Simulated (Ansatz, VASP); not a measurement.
**Two plane-wave programs on Si2Ge3**

```
Si Ge
1.0
     5.11460    0.00000    0.00000
     0.00000    5.11460    0.00000
     0.00000    0.00000    9.48199
Si Ge
4 6
Cartesian
  3.4787 1.6359 0.0000
  1.6359 3.4787 0.0000
  0.9214 0.9214 4.7410
  4.1932 4.1932 4.7410
  0.0000 0.0000 6.7801
  2.5573 2.5573 2.0391
  2.5573 2.5573 7.4429
  0.0000 0.0000 2.7019
  0.0000 0.0000 0.0000
  2.5573 2.5573 4.7410
```

Alike in both runs: functional PBE; k mesh 4 × 4 × 2; occupations gaussian, width 0.1 eV; no spin polarisation.

Ansatz relaxed the structure, and its values are those at the end. VASP's run is a single point on that final structure, the one shown.

|  | VASP | Ansatz |
| --- | --- | --- |
| version | VASP 6.6.1 | Ansatz 0.2.0 |
| potentials or method | VASP PAW PBE potentials, release 64 (Si, Ge_d), cutoff 520 eV | scalar-relativistic, plane waves, PAW |
| valence electrons in the cell | 100 | 100 |

```csv
,VASP,Ansatz,Ansatz less VASP
gap on the k mesh at the Fermi level (eV),none,none,-
pressure (GPa),0.1,0.1,+0.06
rms of the force components (eV/Å),0.014,0.014,-0.0001
```

A gap of «none» marks a metal or a gap that the smearing closes.
